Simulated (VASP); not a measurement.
Nd4S: single point with PBE

The system is Nd4S.

```xyz
5
Lattice="5.5095 0.0000 0.0000 0.0000 5.5095 0.0000 0.0000 0.0000 5.5095" Properties=species:S:1:pos:R:3 pbc="T T T"
Nd    0.0000    2.7548    2.7548
Nd    2.7548    2.7548    0.0000
Nd    2.7548    0.0000    2.7548
Nd    0.0000    0.0000    0.0000
S     2.7548    2.7548    2.7548
```

The cell was built from a structure type or drawn by symmetry, and may not be a known phase.

```yaml
Program: VASP 6.6.1
Task: single point
Functional: PBE
Potentials_or_basis: VASP PAW PBE potentials, release 64 (Nd_3, S), 4f in core
Cutoff: 500 eV
k_mesh: 4 × 4 × 4
Occupations: gaussian, width 0.1 eV
Spin: no spin polarisation
Dipole_correction: no
Mended: yes
Further_INCAR_settings: ALGO = Normal; EDIFF = 1e-06; NBANDS = 33
```

* Pressure: 0.4 GPa
* Band gap on the k mesh: zero (bands 25 and 26 overlap by 2.44 eV)

Levels at points of the mesh, in eV from the Fermi level:
| k point | band 22 | band 23 | band 24 | band 25 | band 26 | band 27 |
| --- | --- | --- | --- | --- | --- | --- |
| (0.00, 0.00, 0.00) | -1.51 | -1.51 | -1.24 | -1.24 | -1.24 | 1.17 |
| (0.50, 0.00, 0.00) | -1.46 | -0.57 | -0.57 | 0.00 | 0.06 | 0.06 |
| (0.50, 0.50, 0.00) | -0.39 | -0.37 | -0.37 | 0.06 | 0.06 | 0.37 |
| (0.50, 0.50, 0.50) | -0.68 | -0.68 | -0.68 | 1.21 | 1.21 | 1.21 |

It took 19 s on 1 thread of Intel(R) Xeon(R) 6975P-C (Granite Rapids) (shared host), peak memory 0.25 GiB.

Caveat: spin-orbit coupling is left out, which moves the levels of the heavy elements; the 4f electrons are frozen in the core, so they carry no moment and show no levels; the run has no spin polarisation, though such a crystal can be magnetic. With open d or f shells a metallic result of PBE can be an artefact of self-interaction; +U or a hybrid may open a gap.
